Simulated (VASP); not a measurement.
# P (P4/mmm) in VASP: notebook

P is run at these levels: r2SCAN; tasks: single point.

Program: VASP 6.6.1. These are calculated values, not measurements. Logs are shortened: lines on timing, memory, paths and dates and some standing lists are left out, and cuts for length are marked.

## Step 1: The cell of the first run

Symmetry: P4/mmm, No. 123, tetragonal system. The conventional cell has a = 4.337 Å, b = 4.337 Å, c = 4.247 Å, α = 90.00°, β = 90.00°, γ = 90.00°. Within 5.6 Å of P (site symmetry 4/mmm) lie 6 P at 4.25 to 4.34 Å.

## Step 2: Single point, r2SCAN (strain +0.015 along x and y, -0.030 along z)

Input file POSCAR:

```
P
1.0
    4.3369984303      0.0000000000      0.0000000000
    0.0000000000      4.3369984303      0.0000000000
    0.0000000000      0.0000000000      4.2466600000
P
1
Direct
    0.0000000000      0.0000000000      0.0000000000
```

Input file INCAR.step1:

```
  PREC = Accurate
  ENCUT = 520
  ISMEAR = 0
  SIGMA = 0.15
  LREAL = False
  LASPH = True
  NELM = 80
  NBANDS = 8
  GGA = PE
  ALGO = Normal
  EDIFF = 1E-4
  LWAVE = True
  LCHARG = False
```

Input file INCAR.step2:

```
  PREC = Accurate
  ENCUT = 520
  EDIFF = 1E-6
  ISMEAR = 0
  SIGMA = 0.15
  LREAL = False
  LASPH = True
  NELM = 80
  ALGO = Normal
  ISIF = 2
  LWAVE = False
  LCHARG = False
  METAGGA = R2SCAN
  LMIXTAU = True
  NBANDS = 8
  ISTART = 1
```

Input file KPOINTS:

```
regular mesh
0
Gamma
  12 12 12
```

Potentials or basis: VASP PAW PBE potentials, release 64 (P).

Launch:

```bash
cat potpaw_PBE.64/P/POTCAR > POTCAR
cp INCAR.step1 INCAR
mpirun -np 1 vasp_std > vasp.out
cp INCAR.step2 INCAR
mpirun -np 1 vasp_std > vasp.out
```

OUTCAR:

```text
PREC = Accurate
   ENCUT = 520
   EDIFF = 1E-6
   ISMEAR = 0
   LREAL = False
   LASPH = True
   NELM = 80
   ISIF = 2
   METAGGA = R2SCAN
   ISTART = 1

 ion  position               nearest neighbor table
   1  0.000  0.000  0.000-

  LATTYP: Found a simple tetragonal cell.
 ALAT       =     4.3369984303
 C/A-ratio  =     0.9791702875

  Lattice vectors:

 A1 = (   4.3369984303,   0.0000000000,   0.0000000000)
 A2 = (   0.0000000000,   4.3369984303,   0.0000000000)
 A3 = (   0.0000000000,   0.0000000000,   4.2466600000)

Analysis of symmetry for initial positions (statically):
=====================================================================
 Subroutine PRICEL returns:
 Original cell was already a primitive cell.

 Routine SETGRP: Setting up the symmetry group for a
 simple tetragonal supercell.

 Subroutine GETGRP returns: Found 16 space group operations
 (whereof 16 operations were pure point group operations)
 out of a pool of 16 trial point group operations.

The static configuration has the point symmetry D_4h.

Analysis of symmetry for dynamics (positions and initial velocities):
=====================================================================
 Subroutine PRICEL returns:
 Original cell was already a primitive cell.

 Routine SETGRP: Setting up the symmetry group for a
 simple tetragonal supercell.

 Subroutine GETGRP returns: Found 16 space group operations
 (whereof 16 operations were pure point group operations)
 out of a pool of 16 trial point group operations.

The dynamic configuration has the point symmetry D_4h.

 Subroutine INISYM returns: Found 16 space group operations
 (whereof 16 operations are pure point group operations),
 and found     1 'primitive' translations

----------------------------------------------------------------------------------------

                                     Primitive cell

  volume of cell :      79.8778

  direct lattice vectors                    reciprocal lattice vectors
     4.336998430  0.000000000  0.000000000     0.230574213  0.000000000  0.000000000
     0.000000000  4.336998430  0.000000000     0.000000000  0.230574213  0.000000000
     0.000000000  0.000000000  4.246660000     0.000000000  0.000000000  0.235479177

  length of vectors
     4.336998430  4.336998430  4.246660000     0.230574213  0.230574213  0.235479177

  position of ions in fractional coordinates (direct lattice)
     0.000000000  0.000000000  0.000000000

  ion indices of the primitive-cell ions
   primitive index   ion index
                 1           1

----------------------------------------------------------------------------------------

 KPOINTS: regular mesh

Automatic generation of k-mesh.
 Grid dimensions read from file:
 generate k-points for:   12   12   12

 Generating k-lattice:

  Cartesian coordinates                     Fractional coordinates (reciprocal lattice)
     0.019214518  0.000000000  0.000000000     0.083333333  0.000000000  0.000000000
     0.000000000  0.019214518  0.000000000     0.000000000  0.083333333  0.000000000
     0.000000000  0.000000000  0.019623265     0.000000000  0.000000000  0.083333333

  Length of vectors
     0.019214518  0.019214518  0.019623265

  Shift w.r.t. Gamma in fractional coordinates (k-lattice)
     0.000000000  0.000000000  0.000000000

 Subroutine IBZKPT returns following result:
 ===========================================

 Found    196 irreducible k-points:

 Following reciprocal coordinates:
            Coordinates               Weight
  0.000000  0.000000  0.000000      1.000000
  0.083333  0.000000  0.000000      4.000000
  0.166667  0.000000  0.000000      4.000000
  0.250000  0.000000  0.000000      4.000000
  0.333333  0.000000  0.000000      4.000000
  0.416667  0.000000  0.000000      4.000000
[... 16 lines left out ...]
  0.333333  0.333333  0.000000      4.000000
  0.416667  0.333333  0.000000      8.000000
 [... further k-points ...]
   k-points           NKPTS =    196   k-points in BZ     NKDIM =    196   number of bands    NBANDS=      8
[... 44 lines left out ...]
 fundamental gap:      0.0067767327
 Fermi energy:        -3.2312387931

 k-point     1 :       0.0000    0.0000    0.0000
  band No.  band energies     occupation
      1     -12.4225      2.00000
      2      -2.7259      0.00000
      3      -2.7259      0.00000
      4      -2.6220      0.00000
      5       1.8074      0.00000
      6       4.8224      0.00000
      7       4.9034      0.00000
      8       9.5345      0.00000

 k-point     2 :       0.0833    0.0000    0.0000
  band No.  band energies     occupation
      1     -12.4120      2.00000
      2      -2.8412      0.00024
      3      -2.7168      0.00000
      4      -2.6133      0.00000
      5       1.9262      0.00000
      6       4.8997      0.00000
      7       4.9708      0.00000
      8       9.0659      0.00000

 k-point     3 :       0.1667    0.0000    0.0000
  band No.  band energies     occupation
      1     -12.3830      2.00000
      2      -3.1292      0.33591
      3      -2.6917      0.00000
      4      -2.5891      0.00000
      5       2.2318      0.00000
      6       5.0260      0.00000
      7       5.2122      0.00000
      8       8.4062      0.00000

 k-point     4 :       0.2500    0.0000    0.0000
  band No.  band energies     occupation
      1     -12.3425      2.00000
      2      -3.4755      1.97870
      3      -2.6569      0.00000
      4      -2.5556      0.00000
      5       2.6387      0.00000
      6       5.1930      0.00000
      7       5.4033      0.00000
      8       7.8261      0.00000

 k-point     5 :       0.3333    0.0000    0.0000
  band No.  band energies     occupation
      1     -12.3009      2.00000
      2      -3.7838      2.00000
      3      -2.6213      0.00000
      4      -2.5215      0.00000
      5       3.0959      0.00000
      6       5.2685      0.00000
      7       5.3861      0.00000
      8       7.3820      0.00000
[... 177 lines left out ...]
 k-point    22 :       0.5000    0.2500    0.0000
  band No.  band energies     occupation
      1     -12.1836      2.00000
      2      -3.9298      2.00000
      3      -3.2418      1.07896
      4      -2.4270      0.00000
      5       3.6692      0.00000
      6       4.7713      0.00000
      7       6.4741      0.00000
      8       6.8527      0.00000

 k-point    23 :       0.3333    0.3333    0.0000
  band No.  band energies     occupation
      1     -12.1854      2.00000
      2      -3.6270      1.99981
      3      -3.5564      1.99783
      4      -2.4286      0.00000
      5       3.4530      0.00000
      6       4.9532      0.00000
      7       6.6810      0.00000
      8       6.9623      0.00000

 k-point    24 :       0.4167    0.3333    0.0000
  band No.  band energies     occupation
      1     -12.1559      2.00000
      2      -3.7897      2.00000
      3      -3.5396      1.99635
      4      -2.4052      0.00000
      5       3.3301      0.00000
      6       5.0911      0.00000
      7       6.8234      0.00000
      8       7.0060      0.00000

 [... further k-points ...]

------------------------ aborting loop because EDIFF is reached ----------------------------------------

  FORCE on cell =-STRESS in cart. coord.  units (eV):
  Direction    XX          YY          ZZ          XY          YZ          ZX
  --------------------------------------------------------------------------------------
  -------------------------------------------------------------------------------------
  Total       -1.9307170     -1.9307170     -2.1048316      0.0000000      0.0000000      0.0000000
  in kB      -38.7260479    -38.7260479    -42.2184138      0.0000000      0.0000000      0.0000000
  external PRESSURE =     -39.8901698 kB  Pullay stress =       0.0000000 kB

 VOLUME and BASIS-vectors are now :
 -----------------------------------------------------------------------------
  energy-cutoff  :      520.00
  volume of cell :       79.88
      direct lattice vectors                 reciprocal lattice vectors
     4.336998430  0.000000000  0.000000000     0.230574213  0.000000000  0.000000000
     0.000000000  4.336998430  0.000000000     0.000000000  0.230574213  0.000000000
     0.000000000  0.000000000  4.246660000     0.000000000  0.000000000  0.235479177

 POSITION                                       TOTAL-FORCE (eV/Angst)
 -----------------------------------------------------------------------------------
      0.00000      0.00000      0.00000         0.000000      0.000000      0.000000
 -----------------------------------------------------------------------------------
    total drift:                               -0.000000     -0.000000      0.000000

  FREE ENERGIE OF THE ION-ELECTRON SYSTEM (eV)
  ---------------------------------------------------
  free  energy   TOTEN  =        -4.3283812260 eV

  energy  without entropy=       -4.2919618491  energy(sigma->0) =       -4.31017154
```

It took 4.9 min on 1 thread of Oxide Virtual Turin-like, shared host; peak memory 0.22 GiB.

What came out:

- Free energy: -4.3284 eV
- Pressure: -4.0 GPa
- Band gap on the k mesh: zero (an odd number of electrons rules out a gap without spin polarisation)

Stress tensor (GPa, compression positive):
```
-3.87  0.00  0.00
 0.00 -3.87  0.00
 0.00  0.00 -4.22
```

Levels at points of the mesh, in eV from the Fermi level:
```csv
k point,band 1,band 2,band 3,band 4,band 5
"(0.00, 0.00, 0.00)",-9.19,0.51,0.51,0.61,5.04
"(0.50, 0.00, 0.00)",-9.03,-0.83,0.65,0.74,7.10
"(0.50, 0.50, 0.00)",-8.87,-0.55,-0.55,0.87,6.14
"(0.00, 0.00, 0.50)",-9.00,-0.88,0.67,0.67,7.13
"(0.50, 0.00, 0.50)",-8.84,-0.60,-0.51,0.79,6.17
"(0.50, 0.50, 0.50)",-8.70,-0.37,-0.29,-0.29,7.39
```

Caveat: the cell differs from its parent crystal (strain +0.015 along x and y, -0.030 along z); the cell stands under tension; the nearest neighbours stand farther apart than a usual bond; the PAW data sets were made with another functional, which shifts forces and pressure a little; an odd number of electrons without spin polarisation forces a metal; a magnetic or distorted state may lie lower.

## Step 3: Single point, r2SCAN (strain +0.000 along x and y, +0.015 along z)

Input file POSCAR:

```
P
1.0
    4.2729048574      0.0000000000      0.0000000000
    0.0000000000      4.2729048574      0.0000000000
    0.0000000000      0.0000000000      4.4436700000
P
1
Direct
    0.0000000000      0.0000000000      0.0000000000
```

Input file INCAR.step1:

```
ALGO = Normal ; EDIFF = 1E-4
ENCUT = 520 ; GGA = PE
ISMEAR = 0 ; LASPH = T
LCHARG = F ; LREAL = F
LWAVE = T ; NBANDS = 8
NELM = 60 ; PREC = Accurate
SIGMA = 0.15
```

Input file INCAR.step2:

```
ALGO = Normal ; EDIFF = 1E-7
ENCUT = 520 ; ISIF = 2
ISMEAR = 0 ; ISTART = 1
LASPH = T ; LCHARG = T
LELF = T ; LMIXTAU = T
LREAL = F ; LVHAR = T
LWAVE = F ; METAGGA = R2SCAN
NBANDS = 8 ; NELM = 60
PREC = Accurate ; SIGMA = 0.15
```

Input file KPOINTS:

```
k-points
0
Gamma
  12 12 12
```

Potentials or basis: VASP PAW PBE potentials, release 64 (P).

Launch:

```bash
cat potpaw_PBE.64/P/POTCAR > POTCAR
cp INCAR.step1 INCAR
mpirun -np 1 vasp_std > vasp.out
cp INCAR.step2 INCAR
mpirun -np 1 vasp_std > vasp.out
```

It took 5.6 min on 1 thread of Oxide Virtual Turin-like, shared host; peak memory 0.23 GiB.

Results (log left out):

```
Free energy            : -4.3009 eV
Pressure               : -3.8 GPa
Band gap on the k mesh : zero (an odd number of electrons rules out a gap without spin polarisation)
```

Stress tensor (GPa, compression positive):
```
-4.06  0.00  0.00
 0.00 -4.06  0.00
 0.00  0.00 -3.42
```

Levels at points of the mesh, in eV from the Fermi level:
| k point | band 1 | band 2 | band 3 | band 4 | band 5 | band 6 | band 7 |
| --- | --- | --- | --- | --- | --- | --- | --- |
| (0.00, 0.00, 0.00) | -9.18 | 0.40 | 0.59 | 0.59 | 5.02 | 8.02 | 8.16 |
| (0.50, 0.00, 0.00) | -9.00 | -0.85 | 0.57 | 0.74 | 7.09 | 7.82 | 8.87 |
| (0.50, 0.50, 0.00) | -8.82 | -0.55 | -0.55 | 0.71 | 6.20 | 8.82 | 10.28 |
| (0.00, 0.00, 0.50) | -9.05 | -0.78 | 0.70 | 0.70 | 7.05 | 7.70 | 8.80 |
| (0.50, 0.00, 0.50) | -8.87 | -0.61 | -0.46 | 0.84 | 6.15 | 8.82 | 10.16 |
| (0.50, 0.50, 0.50) | -8.71 | -0.35 | -0.35 | -0.21 | 7.32 | 7.46 | 7.46 |

Caveat: the cell differs from its parent crystal (strain +0.000 along x and y, +0.015 along z); the cell stands under tension; the nearest neighbours stand farther apart than a usual bond; the PAW data sets were made with another functional, which shifts forces and pressure a little; an odd number of electrons without spin polarisation forces a metal; a magnetic or distorted state may lie lower.

## Step 4: Single point, r2SCAN (strain +0.015 along x and y, -0.015 along z)

Input file POSCAR:

```
P
1.0
    4.3369984303      0.0000000000      0.0000000000
    0.0000000000      4.3369984303      0.0000000000
    0.0000000000      0.0000000000      4.3123300000
P
1
Direct
    0.0000000000      0.0000000000      0.0000000000
```

Input file INCAR.step1:

```
PREC = Accurate
ENCUT = 520
ISMEAR = 0
SIGMA = 0.15
LREAL = False
LASPH = True
NELM = 60
NBANDS = 8
GGA = PE
ALGO = Normal
EDIFF = 1E-4
LWAVE = True
LCHARG = False
```

Input file INCAR.step2:

```
PREC = Accurate
ENCUT = 520
EDIFF = 1E-6
ISMEAR = 0
SIGMA = 0.15
LREAL = False
LASPH = True
NELM = 60
ALGO = Normal
ISIF = 2
LWAVE = False
LCHARG = False
METAGGA = R2SCAN
LMIXTAU = True
NBANDS = 8
ISTART = 1
```

Input file KPOINTS:

```
regular mesh
0
Gamma
  12 12 12
```

Launch:

```bash
cat potpaw_PBE.64/P/POTCAR > POTCAR
cp INCAR.step1 INCAR
mpirun -np 1 vasp_std > vasp.out
cp INCAR.step2 INCAR
mpirun -np 1 vasp_std > vasp.out
```

Run time: 3.3 min. Hardware: 1 thread of Oxide Virtual Turin-like, shared host; peak memory 0.22 GiB.

It converged, with:

```
Free energy            : -4.2972 eV
Pressure               : -3.8 GPa
Band gap on the k mesh : zero (an odd number of electrons rules out a gap without spin polarisation)
```

Stress tensor (GPa, compression positive):
```
-3.81  0.00  0.00
 0.00 -3.81  0.00
 0.00  0.00 -3.90
```

Levels at points of the mesh, in eV from the Fermi level:
```csv
k point,band 1,band 2,band 3,band 4,band 5
"(0.00, 0.00, 0.00)",-9.18,0.51,0.51,0.54,5.02
"(0.50, 0.00, 0.00)",-9.02,-0.82,0.65,0.68,7.07
"(0.50, 0.50, 0.00)",-8.86,-0.54,-0.54,0.80,6.16
"(0.00, 0.00, 0.50)",-9.01,-0.83,0.66,0.66,7.08
"(0.50, 0.00, 0.50)",-8.86,-0.55,-0.53,0.79,6.17
"(0.50, 0.50, 0.50)",-8.71,-0.32,-0.30,-0.30,7.40
```

Caveat: the cell differs from its parent crystal (strain +0.015 along x and y, -0.015 along z); the cell stands under tension; the nearest neighbours stand farther apart than a usual bond; the PAW data sets were made with another functional, which shifts forces and pressure a little; an odd number of electrons without spin polarisation forces a metal; a magnetic or distorted state may lie lower.

## Step 5: Single point, r2SCAN (strain +0.000 along x and y, +0.030 along z)

Input file POSCAR:

```
P
1.0
    4.2729048574      0.0000000000      0.0000000000
    0.0000000000      4.2729048574      0.0000000000
    0.0000000000      0.0000000000      4.5093400000
P
1
Direct
    0.0000000000      0.0000000000      0.0000000000
```

Input file INCAR.step1:

```
SYSTEM = P
ALGO = Normal ; EDIFF = 1E-4
ENCUT = 520 ; GGA = PE
ISMEAR = 0 ; LASPH = .True.
LCHARG = .False. ; LREAL = .False.
LWAVE = .True. ; NBANDS = 8
NELM = 80 ; PREC = Accurate
SIGMA = 0.15
```

Input file INCAR.step2:

```
SYSTEM = P
ALGO = Normal ; EDIFF = 1E-6
ENCUT = 520 ; ISIF = 2
ISMEAR = 0 ; ISTART = 1
LASPH = .True. ; LCHARG = .False.
LMIXTAU = .True. ; LREAL = .False.
LWAVE = .False. ; METAGGA = R2SCAN
NBANDS = 8 ; NELM = 80
PREC = Accurate ; SIGMA = 0.15
```

Input file KPOINTS:

```
k-points
0
Gamma
  12 12 12
  0 0 0
```

Launch:

```bash
cat potpaw_PBE.64/P/POTCAR > POTCAR
cp INCAR.step1 INCAR
mpirun -np 1 vasp_std > vasp.out
cp INCAR.step2 INCAR
mpirun -np 1 vasp_std > vasp.out
```

Wall time 4.9 min (1 thread of Oxide Virtual Turin-like, shared host); peak memory 0.23 GiB.

Results (log left out):

```
Free energy            : -4.2764 eV
Pressure               : -3.7 GPa
Band gap on the k mesh : zero (an odd number of electrons rules out a gap without spin polarisation)
```

Stress tensor (GPa, compression positive):
```
-4.02  0.00  0.00
 0.00 -4.02  0.00
 0.00  0.00 -3.15
```

Levels at points of the mesh, in eV from the Fermi level:
```csv
k point,band 1,band 2,band 3,band 4,band 5,band 6,band 7
"(0.00, 0.00, 0.00)",-9.17,0.35,0.59,0.59,5.00,7.99,8.18
"(0.50, 0.00, 0.00)",-8.99,-0.84,0.52,0.74,7.06,7.79,8.86
"(0.50, 0.50, 0.00)",-8.82,-0.54,-0.54,0.67,6.22,8.80,10.22
"(0.00, 0.00, 0.50)",-9.06,-0.74,0.69,0.69,7.01,7.62,8.78
"(0.50, 0.00, 0.50)",-8.88,-0.62,-0.43,0.83,6.15,8.79,10.06
"(0.50, 0.50, 0.50)",-8.72,-0.36,-0.36,-0.18,7.28,7.47,7.47
```

Caveat: the cell differs from its parent crystal (strain +0.000 along x and y, +0.030 along z); the cell stands under tension; the nearest neighbours stand farther apart than a usual bond; the PAW data sets were made with another functional, which shifts forces and pressure a little; an odd number of electrons without spin polarisation forces a metal; a magnetic or distorted state may lie lower.

## Step 6: The runs side by side

| cell | gap on the mesh (eV) | pressure (GPa) |
| --- | --- | --- |
| a = 4.337, b = 4.337, c = 4.247 Å, 1 atom | none | -4.0 |
| a = 4.273, b = 4.273, c = 4.444 Å, 1 atom | none | -3.8 |
| a = 4.337, b = 4.337, c = 4.312 Å, 1 atom | none | -3.8 |
| a = 4.273, b = 4.273, c = 4.509 Å, 1 atom | none | -3.7 |

Alike in all rows: task single point; level r2SCAN; potentials or basis VASP PAW PBE potentials, release 64 (P); no spin polarisation; k mesh 12 × 12 × 12; cutoff (eV) 520; smearing gaussian 0.15 eV.

Caveats: the cell stands under tension; the nearest neighbours stand farther apart than a usual bond; the PAW data sets were made with another functional, which shifts forces and pressure a little; an odd number of electrons without spin polarisation forces a metal; a magnetic or distorted state may lie lower.

Total energies depend on the potentials used, so only differences within one code and one set of settings carry meaning.
